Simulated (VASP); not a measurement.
A run of VASP 6.6.1 is set up as follows.

The input POSCAR:

```
AlFe3
1.0
    3.6392911100      0.0000000000      0.0000000000
    0.0000000000      3.6392911100      0.0000000000
    0.0000000000      0.0000000000      3.6392911100
Al Fe
1 3
Direct
    0.0000000000      0.0000000000      0.0000000000
    0.0000000000      0.5000000000      0.5000000000
    0.5000000000      0.0000000000      0.5000000000
    0.5000000000      0.5000000000      0.0000000000
```

The input INCAR.step1:

```
ALGO = Normal
EDIFF = 1E-4
ENCUT = 520
GGA = PE
ISMEAR = 0
ISPIN = 2
LASPH = True
LCHARG = False
LMAXMIX = 4
LREAL = False
LWAVE = True
MAGMOM = 0 4 4 4
NBANDS = 26
NELM = 150
PREC = Accurate
SIGMA = 0.1
```

The input INCAR.step2:

```
ALGO = Normal
EDIFF = 1E-7
ENCUT = 520
ISIF = 2
ISMEAR = 0
ISPIN = 2
ISTART = 1
LASPH = True
LCHARG = False
LMAXMIX = 4
LMIXTAU = True
LORBIT = 11
LREAL = False
LWAVE = False
MAGMOM = 0 4 4 4
METAGGA = R2SCAN
NBANDS = 26
NELM = 150
PREC = Accurate
SIGMA = 0.1
```

File KPOINTS:

```
k-points
0
Gamma
  12 12 12
```

Potentials or basis: VASP PAW PBE potentials, release 64 (Al, Fe).

Command:

```sh
$ cat potpaw_PBE.64/Al/POTCAR potpaw_PBE.64/Fe/POTCAR > POTCAR
$ cp INCAR.step1 INCAR
$ mpirun -np 1 vasp_std > vasp.out
$ cp INCAR.step2 INCAR
$ mpirun -np 1 vasp_std > vasp.out
```

Question: What does it give for the net moment?

Answer: 7.19 μB per cell.

Question: What does it give for the site moments?

Answer: Al -0.12; Fe +2.53 μB.

Question: Estimate the pressure.

Answer: 0.2 GPa.

Caveat: the PAW data sets were made with another functional, which shifts forces and pressure a little.
